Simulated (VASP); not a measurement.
Wanted: the native input for a VASP 6.6.1 run.

```yaml
Task: single point
Functional: LDA
Potentials_or_basis: VASP PAW LDA potentials, release 64 (Zn, S)
Cutoff: 520 eV
k_mesh: 10 × 10 × 10
Occupations: gaussian, width 0.01 eV
Spin: no spin polarisation
Dipole_correction: no
Further_INCAR_settings: ALGO = Normal; EDIFF = 1e-06; NBANDS = 16
```

The structure of ZnS lies in POSCAR:

```
ZnS
1.0
    0.0000000000      2.6483447010      2.6483447010
    2.6483447010      0.0000000000      2.6483447010
    2.6483447010      2.6483447010      0.0000000000
Zn S
1 1
Direct
    0.0000000000      0.0000000000      0.0000000000
    0.7500000000      0.7500000000      0.7500000000
```

These files were run (other wordings do the same):

INCAR

```
SYSTEM = ZnS
  PREC = Accurate
  ENCUT = 520
  EDIFF = 1E-6
  ISMEAR = 0
  SIGMA = 0.01
  LREAL = .FALSE.
  LASPH = .TRUE.
  NELM = 80
  ALGO = Normal
  ISIF = 2
  LWAVE = .FALSE.
  LCHARG = .FALSE.
  GGA = CA
  NBANDS = 16
```

KPOINTS

```
Automatic mesh
0
G
  10 10 10
  0 0 0
```

Potentials or basis: VASP PAW LDA potentials, release 64 (Zn, S).

Launch:

```sh
$ cat potpaw_LDA.64/Zn/POTCAR potpaw_LDA.64/S/POTCAR > POTCAR
$ mpirun -np 1 vasp_std > vasp.out
```

It gave:

* Pressure: 0.2 GPa
* Band gap on the k mesh: 2.16 eV

Run time: 42 s on 1 thread of Intel Xeon 8259CL (shared host), peak memory 0.15 GiB.
